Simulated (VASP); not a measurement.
Set up this calculation in VASP 6.6.1, as the native input.

| Property | Result |
| --- | --- |
| Task | single point |
| Functional | PBEsol |
| Potentials or basis | VASP PAW PBE potentials, release 64 (Mo_sv, S) |
| Cutoff | 520 eV |
| k mesh | 12 × 12 × 4 |
| Occupations | methfessel-paxton, width 0.132 eV |
| Spin | no spin polarisation |
| Dipole correction | no |
| Further INCAR settings | ALGO = Normal; EDIFF = 1e-06; NBANDS = 35 |

The structure of MoS2 lies in POSCAR:

```
MoS2
1.0
    2.9928310400      0.0000000000      0.0000000000
   -1.4964155200      2.5918677098      0.0000000000
    0.0000000000      0.0000000000     13.8514206192
Mo S
2 4
Direct
    0.3333333333      0.6666666667      0.2500000000
    0.6666666667      0.3333333333      0.7500000000
    0.3333333333      0.6666666667      0.6259932117
    0.6666666667      0.3333333333      0.1259932117
    0.3333333333      0.6666666667      0.8740067883
    0.6666666667      0.3333333333      0.3740067883
```

These files were run (other wordings do the same):

INCAR

```
PREC = Accurate ; ENCUT = 520
EDIFF = 1E-6 ; ISMEAR = 1
SIGMA = 0.132 ; LREAL = False
LASPH = True ; NELM = 60
ALGO = Normal ; ISIF = 2
LWAVE = False ; LCHARG = False
GGA = PS ; NBANDS = 35
```

KPOINTS

```
Automatic mesh
0
Gamma
  12 12 4
```

Potentials or basis: VASP PAW PBE potentials, release 64 (Mo_sv, S).

Launch:

```console
$ cat potpaw_PBE.64/Mo_sv/POTCAR potpaw_PBE.64/S/POTCAR > POTCAR
$ mpirun -np 1 vasp_std > vasp.out
```

It gave:

The pressure is -0.9 GPa, the largest force is 1.774 eV/Å and the band gap on the k mesh is 0.91 eV (least direct gap 1.55 eV).

Caveat: the stress differs along the axes, from -19 to 8 GPa; the PAW data sets were made with another functional, which shifts forces and pressure a little; this functional lacks dispersion, which binds layers or chains, so the pressure and a relaxed spacing across them are unreliable.

It took 110 s on 1 thread of Intel(R) Xeon(R) 6975P-C (Granite Rapids) (shared host), peak memory 0.33 GiB.
